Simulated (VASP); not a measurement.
# SnO2 (Pm) in VASP: single point with r2SCAN

Aim: the single point of SnO2 with r2SCAN.

Everything below comes from runs of VASP 6.6.1. Logs are shortened: lines on timing, memory, paths and dates and some standing lists are left out, and cuts for length are marked.

## 1. The cell of the first run

The structure is monoclinic, space group Pm (No. 6). Conventional cell: a = 4.760 Å, b = 3.201 Å, c = 10.270 Å, α = 90.00°, β = 90.00°, γ = 90.00°. Sn (site symmetry m) has 6 O at 2.06 to 2.07 Å within 2.7 Å. Within 2.7 Å of Sn (site symmetry m) lie 6 O at 2.06 to 2.07 Å. Sn (site symmetry m) has 6 O at 2.06 to 2.07 Å within 2.7 Å. Sn (site symmetry m) has 6 O at 2.06 to 2.64 Å within 2.7 Å. O (site symmetry m) has 3 Sn at 2.07 to 2.64 Å and 1 O at 2.61 Å within 2.7 Å. O (site symmetry m) has 3 Sn at 2.06 to 2.07 Å and 1 O at 2.61 Å within 2.7 Å. Within 2.7 Å of O (site symmetry m) lie 3 Sn at 2.06 to 2.49 Å. O (site symmetry m) has 3 Sn at 2.06 to 2.07 Å and 1 O at 2.61 Å within 2.7 Å.

## 2. Single point, r2SCAN (the distance across one plane changed)

File POSCAR:

```
SnO2
1.0
    0.0000000000      0.0000000000     -3.2007107590
   -4.7598182097      0.0000000000      0.0000000000
    0.0000000000     10.2701150501      0.0000000000
Sn O
4 8
Direct
    0.5000000000      0.5000000000      0.1867849750
    0.5000000000      0.5000000000      0.6502712652
    1.0000000000      0.0000000000      0.4185281201
    1.0000000000      0.0000000000      0.8820144104
    0.0000000000      0.6941376349      0.0968492695
    0.0000000000      0.6941376349      0.5603355597
    0.5000000000      0.1941376349      0.0449775354
    0.5000000000      0.1941376349      0.5084638256
    0.5000000000      0.8058623651      0.3285924146
    0.5000000000      0.8058623651      0.7920787048
    1.0000000000      0.3058623651      0.2767206805
    1.0000000000      0.3058623651      0.7402069707
```

File INCAR.step1:

```
SYSTEM = SnO2
  PREC = Accurate
  ENCUT = 520
  ISMEAR = 0
  SIGMA = 0.05
  LREAL = .FALSE.
  LASPH = .TRUE.
  NELM = 80
  NBANDS = 64
  GGA = PE
  ALGO = Normal
  EDIFF = 1E-4
  LWAVE = .TRUE.
  LCHARG = .FALSE.
```

File INCAR.step2:

```
SYSTEM = SnO2
  PREC = Accurate
  ENCUT = 520
  EDIFF = 1E-7
  ISMEAR = 0
  SIGMA = 0.05
  LREAL = .FALSE.
  LASPH = .TRUE.
  NELM = 80
  ALGO = Normal
  ISIF = 2
  LWAVE = .FALSE.
  LCHARG = .FALSE.
  METAGGA = R2SCAN
  LMIXTAU = .TRUE.
  NBANDS = 64
  ISTART = 1
```

File KPOINTS:

```
regular mesh
0
G
  8 6 3
  0 0 0
```

Potentials or basis: VASP PAW PBE potentials, release 64 (Sn_d, O).

Launch:

```console
$ cat potpaw_PBE.64/Sn_d/POTCAR potpaw_PBE.64/O/POTCAR > POTCAR
$ cp INCAR.step1 INCAR
$ mpirun -np 1 vasp_std > vasp.out
$ cp INCAR.step2 INCAR
$ mpirun -np 1 vasp_std > vasp.out
```

OUTCAR:

```text
SYSTEM = SnO2
   PREC = Accurate
   ENCUT = 520
   EDIFF = 1E-7
   ISMEAR = 0
   LREAL = .FALSE.
   LASPH = .TRUE.
   NELM = 80
   ISIF = 2
   METAGGA = R2SCAN
   ISTART = 1

 ion  position               nearest neighbor table
   1  0.500  0.500  0.187-   7 2.06   9 2.06  11 2.07  11 2.07   5 2.07   5 2.07   3 3.73   3 3.73
                             3 3.73   3 3.73
   2  0.500  0.500  0.650-   8 2.06  10 2.06   6 2.07   6 2.07  12 2.07  12 2.07   3 3.73   3 3.73
                             3 3.73   3 3.73   4 3.73   4 3.73   4 3.73   4 3.73
   3  0.000  0.000  0.419-   6 2.06  11 2.06   9 2.07   9 2.07   8 2.07   8 2.07   1 3.73   2 3.73
                             1 3.73   2 3.73   1 3.73   2 3.73   1 3.73   2 3.73
   4  0.000  0.000  0.882-  12 2.06  10 2.07  10 2.07   7 2.49   7 2.49   5 2.64   2 3.73   2 3.73
                             2 3.73   2 3.73
   5  0.000  0.694  0.097-   1 2.07   1 2.07   4 2.64
   6  0.000  0.694  0.560-   3 2.06   2 2.07   2 2.07
   7  0.500  0.194  0.045-   1 2.06   4 2.49   4 2.49
   8  0.500  0.194  0.508-   2 2.06   3 2.07   3 2.07
   9  0.500  0.806  0.329-   1 2.06   3 2.07   3 2.07
  10  0.500  0.806  0.792-   2 2.06   4 2.07   4 2.07
  11  0.000  0.306  0.277-   3 2.06   1 2.07   1 2.07
  12  0.000  0.306  0.740-   4 2.06   2 2.07   2 2.07

  LATTYP: Found a simple orthorhombic cell.
 ALAT       =     3.2007107590
 B/A-ratio  =     1.4871128846
 C/A-ratio  =     3.2086982622

  Lattice vectors:

 A1 = (   0.0000000000,   0.0000000000,  -3.2007107590)
 A2 = (  -4.7598182097,   0.0000000000,   0.0000000000)
 A3 = (   0.0000000000,  10.2701150501,   0.0000000000)

Analysis of symmetry for initial positions (statically):
=====================================================================
 Subroutine PRICEL returns:
 Original cell was already a primitive cell.

 Routine SETGRP: Setting up the symmetry group for a
 simple orthorhombic supercell.

 Subroutine GETGRP returns: Found  2 space group operations
 (whereof  2 operations were pure point group operations)
 out of a pool of  8 trial point group operations.

The static configuration has the point symmetry C_1h.

Analysis of symmetry for dynamics (positions and initial velocities):
=====================================================================
 Subroutine PRICEL returns:
 Original cell was already a primitive cell.

 Routine SETGRP: Setting up the symmetry group for a
 simple orthorhombic supercell.

 Subroutine GETGRP returns: Found  2 space group operations
 (whereof  2 operations were pure point group operations)
 out of a pool of  8 trial point group operations.

The dynamic configuration has the point symmetry C_1h.

 Subroutine INISYM returns: Found  2 space group operations
 (whereof  2 operations are pure point group operations),
 and found     1 'primitive' translations

----------------------------------------------------------------------------------------

                                     Primitive cell

  volume of cell :     156.4632

  direct lattice vectors                    reciprocal lattice vectors
     0.000000000  0.000000000 -3.200710759     0.000000000  0.000000000 -0.312430605
    -4.759818210  0.000000000  0.000000000    -0.210092057  0.000000000  0.000000000
     0.000000000 10.270115050  0.000000000     0.000000000  0.097369893  0.000000000

  length of vectors
     3.200710759  4.759818210 10.270115050     0.312430605  0.210092057  0.097369893

  position of ions in fractional coordinates (direct lattice)
     0.500000000  0.500000000  0.186784975
     0.500000000  0.500000000  0.650271265
     0.000000000  0.000000000  0.418528120
     0.000000000  0.000000000  0.882014410
     0.000000000  0.694137635  0.096849269
     0.000000000  0.694137635  0.560335560
     0.500000000  0.194137635  0.044977535
     0.500000000  0.194137635  0.508463826
     0.500000000  0.805862365  0.328592415
     0.500000000  0.805862365  0.792078705
     0.000000000  0.305862365  0.276720680
     0.000000000  0.305862365  0.740206971

  ion indices of the primitive-cell ions
   primitive index   ion index
                 1           1
                 2           2
                 3           3
                 4           4
                 5           5
                 6           6
                 7           7
                 8           8
                 9           9
                10          10
                11          11
                12          12

----------------------------------------------------------------------------------------

 KPOINTS: regular mesh

Automatic generation of k-mesh.
 Grid dimensions read from file:
 generate k-points for:    8    6    3

 Generating k-lattice:

  Cartesian coordinates                     Fractional coordinates (reciprocal lattice)
     0.000000000  0.000000000 -0.039053826     0.125000000  0.000000000  0.000000000
    -0.035015343  0.000000000  0.000000000     0.000000000  0.166666667  0.000000000
     0.000000000  0.032456631  0.000000000     0.000000000  0.000000000  0.333333333

  Length of vectors
     0.039053826  0.035015343  0.032456631

  Shift w.r.t. Gamma in fractional coordinates (k-lattice)
     0.000000000  0.000000000  0.000000000

 Subroutine IBZKPT returns following result:
 ===========================================

 Found     50 irreducible k-points:

 Following reciprocal coordinates:
            Coordinates               Weight
  0.000000  0.000000  0.000000      1.000000
  0.125000  0.000000  0.000000      2.000000
  0.250000  0.000000  0.000000      2.000000
  0.375000  0.000000  0.000000      2.000000
  0.500000  0.000000  0.000000      1.000000
  0.000000  0.166667  0.000000      2.000000
[... 16 lines left out ...]
  0.250000  0.000000  0.333333      4.000000
  0.375000  0.000000  0.333333      4.000000
 [... further k-points ...]
   k-points           NKPTS =     50   k-points in BZ     NKDIM =     50   number of bands    NBANDS=     64
   number of dos      NEDOS =    301   number of ions     NIONS =     12
   total plane-waves  NPLWV =  69120
   dimension x,y,z NGX =    24 NGY =   36 NGZ =   80
   dimension x,y,z NGXF=    48 NGYF=   72 NGZF=  160
   ions per type =               4   8
   NGX,Y,Z   is equivalent  to a cutoff of  12.47, 12.57, 12.95 a.u.
   NGXF,Y,Z  is equivalent  to a cutoff of  24.93, 25.15, 25.90 a.u.
 SYSTEM =  SnO2
   PREC   = accura    normal or accurate (medium, high low for compatibility)
   ISTART =      1    job   : 0-new  1-cont  2-samecut
   ICHARG =      0    charge: 1-file 2-atom 10-const
   ISPIN  =      1    spin polarized calculation?
   LNONCOLLINEAR =      F non collinear calculations
   LSORBIT =      F    spin-orbit coupling
   LASPH  =      T    aspherical Exc in radial PAW
   ENCUT  =  520.0 eV  38.22 Ry    6.18 a.u.   5.95  8.85 19.10*2*pi/ulx,y,z
   NELM   =     80;   NELMIN=  2; NELMDL=  0     # of ELM steps
   EDIFF  = 0.1E-06   stopping-criterion for ELM
   LREAL  =      F    real-space projection
   EDIFFG = 0.1E-05   stopping-criterion for IOM
   NSW    =      0    number of steps for IOM
   IBRION =     -1    ionic relax: 0-MD 1-quasi-New 2-CG
   NFREE  =      0    steps in history (QN), initial steepest desc. (CG)
   ISIF   =      2    stress and relaxation
   ISYM   =      2    0-nonsym 1-usesym 2-fastsym
   POTIM  = 0.5000    time-step for ionic-motion
   TEBEG  =    0.0;   TEEND  =   0.0 temperature during run
   PSTRESS=    0.0 pullay stress
   NELECT =     104.0000    total number of electrons
   NUPDOWN=      -1.0000    fix difference up-down
   EMIN   =  10.00;   EMAX   =-10.00  energy-range for DOS
   EFERMI =   0.00;   METHOD = LEGACY
   ISMEAR =     0;   SIGMA  =   0.05  broadening in eV -4-tet -1-fermi 0-gaus
   EFERMI_NEDOS =   21; number of points for ismear=-14 and -15
   IALGO  =     38    algorithm
   IMIX   =      4    mixing-type and parameters
     AMIX     =   0.40;   BMIX     =  1.00
     AMIX_MAG =   1.60;   BMIX_MAG =  1.00
  volume/ion in A,a.u.               =      13.04        87.99
  Fermi-wavevector in a.u.,A,eV,Ry     =   1.428725  2.699898 27.772953  2.041254
  Thomas-Fermi vector in A             =   2.548756
   LORBIT       =      0    0 simple, 1 ext, 2 COOP (PROOUT), +10 PAW based schemes
   METAGGA = R2SCAN    functional components
   LHFCALC =     F    Hartree Fock is set to
   AEXX    =    0.0000 exact exchange contribution
   IVDW    =     0    specifies the selected vdW correction
   LEPSILON=     F    determine dielectric tensor
   LRPA    =     F    only Hartree local field effects (RPA)
 non-spin polarized calculation
 Gauss-broadening in eV      SIGMA  =   0.05
  energy-cutoff  :      520.00
  volume of cell :      156.46
 maximum number of plane-waves:      4256
   NGX = 11   NGY = 17   NGZ = 39

 number of electron     103.9999979 magnetization

 Free energy of the ion-electron system (eV)
  ---------------------------------------------------
  ext. energy  EPLUGINS =         0.00000000
  ---------------------------------------------------
  free energy    TOTEN  =      -166.09330972 eV

  energy without entropy =     -166.09266634  energy(sigma->0) =     -166.09298803

 E-fermi :   5.8717     XC(G=0): -11.5190

 val. band max:        5.8181517830   @ k =   0.1250   0.0000   0.0000
 cond. band min:       5.8950122012   @ k =   0.0000   0.0000   0.0000
 fundamental gap:      0.0768604182
 Fermi energy:         5.8717343351

 k-point     1 :       0.0000    0.0000    0.0000
  band No.  band energies     occupation
      1     -17.7757      2.00000
      2     -17.2156      2.00000
      3     -16.8904      2.00000
      4     -16.8802      2.00000
      5     -16.7654      2.00000
      6     -16.7526      2.00000
[... 1597 lines left out ...]
     63      15.6558      0.00000
     64      15.9035      0.00000

 [... further k-points ...]

------------------------ aborting loop because EDIFF is reached ----------------------------------------

  FORCE on cell =-STRESS in cart. coord.  units (eV):
  Direction    XX          YY          ZZ          XY          YZ          ZX
  --------------------------------------------------------------------------------------
  -------------------------------------------------------------------------------------
  Total       -0.7812764    -11.2066120     -0.4532322      1.2149096      0.0000000      0.0000000
  in kB       -8.0002426   -114.7553164     -4.6410820     12.4406322      0.0000000      0.0000000
  external PRESSURE =     -42.4655470 kB  Pullay stress =       0.0000000 kB

 VOLUME and BASIS-vectors are now :
 -----------------------------------------------------------------------------
  energy-cutoff  :      520.00
  volume of cell :      156.46
      direct lattice vectors                 reciprocal lattice vectors
     0.000000000  0.000000000 -3.200710759     0.000000000  0.000000000 -0.312430605
    -4.759818210  0.000000000  0.000000000    -0.210092057  0.000000000  0.000000000
     0.000000000 10.270115050  0.000000000     0.000000000  0.097369893  0.000000000

 POSITION                                       TOTAL-FORCE (eV/Angst)
 -----------------------------------------------------------------------------------
     -2.37991      1.91830     -1.60036        -0.482449     -1.566724      0.000000
     -2.37991      6.67836     -1.60036         0.181292     -1.543492      0.000000
      0.00000      4.29833      0.00000        -0.094131     -1.585067      0.000000
      0.00000      9.05839      0.00000        -0.879612      5.089023      0.000000
     -3.30397      0.99465      0.00000        -0.301676     -1.138361      0.000000
     -3.30397      5.75471      0.00000         0.216457      0.752949      0.000000
     -0.92406      0.46192     -1.60036         1.865402     -4.176376      0.000000
     -0.92406      5.22198     -1.60036        -0.284287      0.795886      0.000000
     -3.83576      3.37468     -1.60036        -0.215906      0.780533      0.000000
     -3.83576      8.13474     -1.60036        -0.549559      0.992339      0.000000
     -1.45585      2.84195      0.00000         0.302066      0.787842      0.000000
     -1.45585      7.60201      0.00000         0.242404      0.811449      0.000000
 -----------------------------------------------------------------------------------
    total drift:                               -0.000328     -0.001626     -0.000000

  FREE ENERGIE OF THE ION-ELECTRON SYSTEM (eV)
  ---------------------------------------------------
  free  energy   TOTEN  =      -166.0933097160 eV

  energy  without entropy=     -166.0926663439  energy(sigma->0) =     -166.09298803
```

Run time: 59 min. Hardware: 1 thread of Oxide Virtual Turin-like, shared host; peak memory 0.47 GiB.

What came out:

```yaml
Free_energy: -166.0933 eV
Pressure: -4.2 GPa
Largest_force: 5.164 eV/Å
Band_gap_on_the_k_mesh: 0.08 eV (least direct gap 0.13 eV)
```

Forces in eV/Å, atoms in the order of the input:
```
Sn  -0.482 -1.567  0.000
Sn   0.181 -1.543  0.000
Sn  -0.094 -1.585  0.000
Sn  -0.880  5.089  0.000
O   -0.302 -1.138  0.000
O    0.216  0.753  0.000
O    1.865 -4.176  0.000
O   -0.284  0.796  0.000
O   -0.216  0.781  0.000
O   -0.550  0.992  0.000
O    0.302  0.788  0.000
O    0.242  0.811  0.000
```

Stress tensor (GPa, compression positive):
```
 -0.80   1.24   0.00
  1.24 -11.48   0.00
  0.00   0.00  -0.46
```

Caveat: the cell differs from its parent crystal (the distance across one plane changed); the stress differs along the axes, from -11 to -0 GPa; semilocal functionals underestimate gaps, and a narrow one can read as zero; the PAW data sets were made with another functional, which shifts forces and pressure a little; spin-orbit coupling is left out, which moves the levels of the heavy elements. A k mesh can miss the band edges.
